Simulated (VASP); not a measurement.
# TiC (Fm-3m) in VASP: a series of runs

The runs below take TiC through single point, with PBEsol.

Everything below comes from runs of VASP 6.6.1. Logs are shortened: lines on timing, memory, paths and dates and some standing lists are left out, and cuts for length are marked.

## Step 1: The cell of the first run

Symmetry: Fm-3m, No. 225, cubic system. The conventional cell has a = 4.206 Å, b = 4.206 Å, c = 4.206 Å, α = 90.00°, β = 90.00°, γ = 90.00°. Ti (site symmetry m-3m) has 6 C at 2.10 Å within 2.8 Å. Within 2.8 Å of C (site symmetry m-3m) lie 6 Ti at 2.10 Å.

## Step 2: Single point, PBEsol (volume scaled by 0.94)

File INCAR:

```
PREC = Accurate
ENCUT = 520
EDIFF = 1E-7
ISMEAR = 0
SIGMA = 0.1
LREAL = False
LASPH = True
NELM = 100
ALGO = Normal
ISIF = 2
LWAVE = False
LCHARG = False
GGA = PS
NBANDS = 15
```

File KPOINTS:

```
Automatic mesh
0
Gamma
  16 16 16
```

File POSCAR:

```
TiC
1.0
    0.0000000000      2.1028558209      2.1028558209
    2.1028558209      0.0000000000      2.1028558209
    2.1028558209      2.1028558209      0.0000000000
Ti C
1 1
Direct
    0.0000000000      0.0000000000      0.0000000000
    0.5000000000      0.5000000000      0.5000000000
```

Potentials or basis: VASP PAW PBE potentials, release 64 (Ti_sv, C).

Launch:

```console
$ cat potpaw_PBE.64/Ti_sv/POTCAR potpaw_PBE.64/C/POTCAR > POTCAR
$ mpirun -np 1 vasp_std > vasp.out
```

OUTCAR:

```text
PREC = Accurate
   ENCUT = 520
   EDIFF = 1E-7
   ISMEAR = 0
   LREAL = False
   LASPH = True
   NELM = 100
   ISIF = 2
   GGA = PS

 ion  position               nearest neighbor table
   1  0.000  0.000  0.000-   2 2.10   2 2.10   2 2.10   2 2.10   2 2.10   2 2.10
   2  0.500  0.500  0.500-   1 2.10   1 2.10   1 2.10   1 2.10   1 2.10   1 2.10

  LATTYP: Found a face centered cubic cell.
 ALAT       =     4.2057116418

  Lattice vectors:

 A1 = (   0.0000000000,   2.1028558209,   2.1028558209)
 A2 = (   2.1028558209,   0.0000000000,   2.1028558209)
 A3 = (   2.1028558209,   2.1028558209,   0.0000000000)

Analysis of symmetry for initial positions (statically):
=====================================================================
 Subroutine PRICEL returns:
 Original cell was already a primitive cell.

 Routine SETGRP: Setting up the symmetry group for a
 face centered cubic supercell.

 Subroutine GETGRP returns: Found 48 space group operations
 (whereof 48 operations were pure point group operations)
 out of a pool of 48 trial point group operations.

The static configuration has the point symmetry O_h .

Analysis of symmetry for dynamics (positions and initial velocities):
=====================================================================
 Subroutine PRICEL returns:
 Original cell was already a primitive cell.

 Routine SETGRP: Setting up the symmetry group for a
 face centered cubic supercell.

 Subroutine GETGRP returns: Found 48 space group operations
 (whereof 48 operations were pure point group operations)
 out of a pool of 48 trial point group operations.

The dynamic configuration has the point symmetry O_h .

 Subroutine INISYM returns: Found 48 space group operations
 (whereof 48 operations are pure point group operations),
 and found     1 'primitive' translations

----------------------------------------------------------------------------------------

                                     Primitive cell

  volume of cell :      18.5977

  direct lattice vectors                    reciprocal lattice vectors
     0.000000000  2.102855821  2.102855821    -0.237771889  0.237771889  0.237771889
     2.102855821  0.000000000  2.102855821     0.237771889 -0.237771889  0.237771889
     2.102855821  2.102855821  0.000000000     0.237771889  0.237771889 -0.237771889

  length of vectors
     2.973887222  2.973887222  2.973887222     0.411832992  0.411832992  0.411832992

  position of ions in fractional coordinates (direct lattice)
     0.000000000  0.000000000  0.000000000
     0.500000000  0.500000000  0.500000000

  ion indices of the primitive-cell ions
   primitive index   ion index
                 1           1
                 2           2

----------------------------------------------------------------------------------------

 KPOINTS: Automatic mesh

Automatic generation of k-mesh.
 Grid dimensions read from file:
 generate k-points for:   16   16   16

 Generating k-lattice:

  Cartesian coordinates                     Fractional coordinates (reciprocal lattice)
    -0.014860743  0.014860743  0.014860743     0.062500000  0.000000000  0.000000000
     0.014860743 -0.014860743  0.014860743     0.000000000  0.062500000  0.000000000
     0.014860743  0.014860743 -0.014860743     0.000000000  0.000000000  0.062500000

  Length of vectors
     0.025739562  0.025739562  0.025739562

  Shift w.r.t. Gamma in fractional coordinates (k-lattice)
     0.000000000  0.000000000  0.000000000

 Subroutine IBZKPT returns following result:
 ===========================================

 Found    145 irreducible k-points:

 Following reciprocal coordinates:
            Coordinates               Weight
  0.000000  0.000000  0.000000      1.000000
  0.062500  0.000000  0.000000      8.000000
  0.125000  0.000000  0.000000      8.000000
  0.187500  0.000000  0.000000      8.000000
  0.250000  0.000000  0.000000      8.000000
  0.312500  0.000000  0.000000      8.000000
[... 16 lines left out ...]
 -0.125000  0.062500  0.000000     24.000000
 -0.062500  0.062500  0.000000     12.000000
 [... further k-points ...]
   k-points           NKPTS =    145   k-points in BZ     NKDIM =    145   number of bands    NBANDS=     15
   number of dos      NEDOS =    301   number of ions     NIONS =      2
   total plane-waves  NPLWV =  13824
   dimension x,y,z NGX =    24 NGY =   24 NGZ =   24
   dimension x,y,z NGXF=    48 NGYF=   48 NGZF=   48
   ions per type =               1   1
   NGX,Y,Z   is equivalent  to a cutoff of  13.42, 13.42, 13.42 a.u.
   NGXF,Y,Z  is equivalent  to a cutoff of  26.83, 26.83, 26.83 a.u.
 SYSTEM =  unknown system
   PREC   = accura    normal or accurate (medium, high low for compatibility)
   ISTART =      0    job   : 0-new  1-cont  2-samecut
   ICHARG =      2    charge: 1-file 2-atom 10-const
   ISPIN  =      1    spin polarized calculation?
   LNONCOLLINEAR =      F non collinear calculations
   LSORBIT =      F    spin-orbit coupling
   LASPH  =      T    aspherical Exc in radial PAW
   ENCUT  =  520.0 eV  38.22 Ry    6.18 a.u.   5.53  5.53  5.53*2*pi/ulx,y,z
   NELM   =    100;   NELMIN=  2; NELMDL= -5     # of ELM steps
   EDIFF  = 0.1E-06   stopping-criterion for ELM
   LREAL  =      F    real-space projection
   EDIFFG = 0.1E-05   stopping-criterion for IOM
   NSW    =      0    number of steps for IOM
   IBRION =     -1    ionic relax: 0-MD 1-quasi-New 2-CG
   NFREE  =      0    steps in history (QN), initial steepest desc. (CG)
   ISIF   =      2    stress and relaxation
   ISYM   =      2    0-nonsym 1-usesym 2-fastsym
   POTIM  = 0.5000    time-step for ionic-motion
   TEBEG  =    0.0;   TEEND  =   0.0 temperature during run
   PSTRESS=    0.0 pullay stress
   NELECT =      16.0000    total number of electrons
   NUPDOWN=      -1.0000    fix difference up-down
   EMIN   =  10.00;   EMAX   =-10.00  energy-range for DOS
   EFERMI =   0.00;   METHOD = LEGACY
   ISMEAR =     0;   SIGMA  =   0.10  broadening in eV -4-tet -1-fermi 0-gaus
   EFERMI_NEDOS =   21; number of points for ismear=-14 and -15
   IALGO  =     38    algorithm
   IMIX   =      4    mixing-type and parameters
     AMIX     =   0.40;   BMIX     =  1.00
     AMIX_MAG =   1.60;   BMIX_MAG =  1.00
  volume/ion in A,a.u.               =       9.30        62.75
  Fermi-wavevector in a.u.,A,eV,Ry     =   1.557024  2.942349 32.984930  2.424324
  Thomas-Fermi vector in A             =   2.660735
   LORBIT       =      0    0 simple, 1 ext, 2 COOP (PROOUT), +10 PAW based schemes
   GGA     = PS    functional components
   LHFCALC =     F    Hartree Fock is set to
   AEXX    =    0.0000 exact exchange contribution
   IVDW    =     0    specifies the selected vdW correction
   LEPSILON=     F    determine dielectric tensor
   LRPA    =     F    only Hartree local field effects (RPA)
 non-spin polarized calculation
 Gauss-broadening in eV      SIGMA  =   0.10
  energy-cutoff  :      520.00
  volume of cell :       18.60
 maximum number of plane-waves:       531
 NGX is ok and might be reduce to    24
   NGX = 11   NGY = 11   NGZ = 11

 number of electron      15.9999998 magnetization

 Free energy of the ion-electron system (eV)
  ---------------------------------------------------
  ext. energy  EPLUGINS =         0.00000000
  ---------------------------------------------------
  free energy    TOTEN  =       -19.73434942 eV

  energy without entropy =      -19.73259966  energy(sigma->0) =      -19.73347454

 E-fermi :  10.3636     XC(G=0): -13.3246

 val. band max:       10.3532301088   @ k =   0.4375   0.4375   0.0000
 cond. band min:      10.4352733387   @ k =   0.5000   0.5000   0.0000
 fundamental gap:      0.0820432299
 Fermi energy:        10.3635844376

 k-point     1 :       0.0000    0.0000    0.0000
  band No.  band energies     occupation
      1     -45.7020      2.00000
      2     -21.7722      2.00000
      3     -21.7722      2.00000
      4     -21.7722      2.00000
      5      -2.4012      2.00000
      6      11.0606      0.00000
      7      11.0606      0.00000
      8      11.0606      0.00000
      9      12.1927      0.00000
     10      12.1927      0.00000
     11      12.1927      0.00000
     12      12.2897      0.00000
     13      12.2897      0.00000
     14      22.1996      0.00000
     15      24.6513      0.00000

 k-point     2 :       0.0625    0.0000    0.0000
  band No.  band energies     occupation
      1     -45.6979      2.00000
      2     -21.8003      2.00000
      3     -21.7747      2.00000
      4     -21.7747      2.00000
      5      -2.3012      2.00000
      6      10.5870      0.00158
      7      10.8591      0.00000
      8      10.8591      0.00000
      9      11.4770      0.00000
     10      11.4770      0.00000
     11      12.4611      0.00000
     12      13.3553      0.00000
     13      13.3553      0.00000
     14      22.3511      0.00000
     15      24.7384      0.00000

 k-point     3 :       0.1250    0.0000    0.0000
  band No.  band energies     occupation
      1     -45.6859      2.00000
      2     -21.8795      2.00000
      3     -21.7817      2.00000
      4     -21.7817      2.00000
      5      -2.0082      2.00000
      6       9.6560      2.00000
      7      10.0398      2.00000
      8      10.0398      2.00000
      9      11.5489      0.00000
     10      11.5489      0.00000
     11      12.8412      0.00000
     12      14.5352      0.00000
     13      14.5352      0.00000
     14      22.7066      0.00000
     15      24.9049      0.00000

 k-point     4 :       0.1875    0.0000    0.0000
  band No.  band energies     occupation
      1     -45.6679      2.00000
      2     -21.9965      2.00000
      3     -21.7922      2.00000
      4     -21.7922      2.00000
      5      -1.5423      2.00000
      6       8.5751      2.00000
      7       9.2080      2.00000
      8       9.2080      2.00000
      9      11.8721      0.00000
     10      11.8721      0.00000
     11      13.1753      0.00000
     12      15.7203      0.00000
     13      15.7203      0.00000
     14      22.8913      0.00000
     15      25.1218      0.00000
[... 307 lines left out ...]
 k-point    22 :      -0.1875    0.0625    0.0000
  band No.  band energies     occupation
      1     -45.6581      2.00000
      2     -22.0452      2.00000
      3     -21.8240      2.00000
      4     -21.7867      2.00000
      5      -1.2829      2.00000
      6       8.0883      2.00000
      7       8.7399      2.00000
      8       9.0183      2.00000
      9      11.7731      0.00000
     10      12.3533      0.00000
     11      13.4703      0.00000
     12      15.4711      0.00000
     13      16.7545      0.00000
     14      22.9554      0.00000
     15      25.1984      0.00000

 k-point    23 :      -0.1250    0.0625    0.0000
  band No.  band energies     occupation
      1     -45.6771      2.00000
      2     -21.9255      2.00000
      3     -21.8076      2.00000
      4     -21.7777      2.00000
      5      -1.7906      2.00000
      6       9.1541      2.00000
      7       9.4856      2.00000
      8       9.6847      2.00000
      9      11.4132      0.00000
     10      12.0636      0.00000
     11      13.1790      0.00000
     12      14.3920      0.00000
     13      15.6109      0.00000
     14      22.9408      0.00000
     15      24.9748      0.00000

 k-point    24 :      -0.0625    0.0625    0.0000
  band No.  band energies     occupation
      1     -45.6911      2.00000
      2     -21.8389      2.00000
      3     -21.7903      2.00000
      4     -21.7735      2.00000
      5      -2.1380      2.00000
      6      10.1170      1.99951
      7      10.2806      1.75926
      8      10.3306      1.35920
      9      11.1868      0.00000
     10      11.8757      0.00000
     11      12.8352      0.00000
     12      13.5138      0.00000
     13      14.4497      0.00000
     14      22.5828      0.00000
     15      24.8510      0.00000

 [... further k-points ...]

------------------------ aborting loop because EDIFF is reached ----------------------------------------

  FORCE on cell =-STRESS in cart. coord.  units (eV):
  Direction    XX          YY          ZZ          XY          YZ          ZX
  --------------------------------------------------------------------------------------
  -------------------------------------------------------------------------------------
  Total        2.1924036      2.1924036      2.1924036     -0.0000000      0.0000000      0.0000000
  in kB      188.8741857    188.8741857    188.8741857     -0.0000000      0.0000000      0.0000000
  external PRESSURE =     188.8741857 kB  Pullay stress =       0.0000000 kB

 VOLUME and BASIS-vectors are now :
 -----------------------------------------------------------------------------
  energy-cutoff  :      520.00
  volume of cell :       18.60
      direct lattice vectors                 reciprocal lattice vectors
     0.000000000  2.102855821  2.102855821    -0.237771889  0.237771889  0.237771889
     2.102855821  0.000000000  2.102855821     0.237771889 -0.237771889  0.237771889
     2.102855821  2.102855821  0.000000000     0.237771889  0.237771889 -0.237771889

 POSITION                                       TOTAL-FORCE (eV/Angst)
 -----------------------------------------------------------------------------------
      0.00000      0.00000      0.00000        -0.000000     -0.000000     -0.000000
      2.10286      2.10286      2.10286         0.000000      0.000000      0.000000
 -----------------------------------------------------------------------------------
    total drift:                                0.000000     -0.000000     -0.000000

  FREE ENERGIE OF THE ION-ELECTRON SYSTEM (eV)
  ---------------------------------------------------
  free  energy   TOTEN  =       -19.7343494237 eV

  energy  without entropy=      -19.7325996635  energy(sigma->0) =      -19.73347454
```

Wall time 53 s (1 thread of Intel Xeon 8259CL, shared host); peak memory 0.17 GiB.

What came out:

| Property | Result |
| --- | --- |
| Free energy | -19.7343 eV |
| Pressure | 18.9 GPa |
| Band gap on the k mesh | zero (band 8 reaches 11.06 eV, above the bottom of band 9 at 9.95 eV) |

Caveat: the PAW data sets were made with another functional, which shifts forces and pressure a little.

## Step 3: Single point, PBEsol (volume scaled by 0.97)

File INCAR:

```
SYSTEM = TiC
PREC = Accurate
ENCUT = 520
EDIFF = 1E-6
ISMEAR = 0
SIGMA = 0.1
LREAL = .FALSE.
LASPH = .TRUE.
NELM = 80
ALGO = Normal
ISIF = 2
LWAVE = .FALSE.
LCHARG = .TRUE.
GGA = PS
LELF = .TRUE.
LVHAR = .TRUE.
NBANDS = 15
```

File KPOINTS:

```
Automatic mesh
0
G
  16 16 16
  0 0 0
```

File POSCAR:

```
TiC
1.0
    0.0000000000      2.1249927721      2.1249927721
    2.1249927721      0.0000000000      2.1249927721
    2.1249927721      2.1249927721      0.0000000000
Ti C
1 1
Direct
    0.0000000000      0.0000000000      0.0000000000
    0.5000000000      0.5000000000      0.5000000000
```

Potentials or basis: VASP PAW PBE potentials, release 64 (Ti_sv, C).

Launch:

```console
$ cat potpaw_PBE.64/Ti_sv/POTCAR potpaw_PBE.64/C/POTCAR > POTCAR
$ mpirun -np 1 vasp_std > vasp.out
```

It took 53 s on 1 thread of Intel Xeon 8259CL, shared host; peak memory 0.17 GiB.

Results (log left out):

| Item | Value |
| --- | --- |
| Free energy | -19.7856 eV |
| Pressure | 8.7 GPa |
| Band gap on the k mesh | zero (band 8 reaches 10.67 eV, above the bottom of band 9 at 9.57 eV) |

Levels at points of the mesh, in eV from the Fermi level:
```csv
k point,band 6,band 7,band 8,band 9,band 10,band 11
"(0.00, 0.00, 0.00)",0.69,0.69,0.69,1.79,1.79,1.79
"(0.50, 0.00, 0.00)",-6.13,-3.07,-3.07,3.16,3.16,4.45
"(0.50, 0.50, 0.00)",-3.46,-1.84,0.04,0.04,2.96,3.82
```

Caveat: the PAW data sets were made with another functional, which shifts forces and pressure a little.
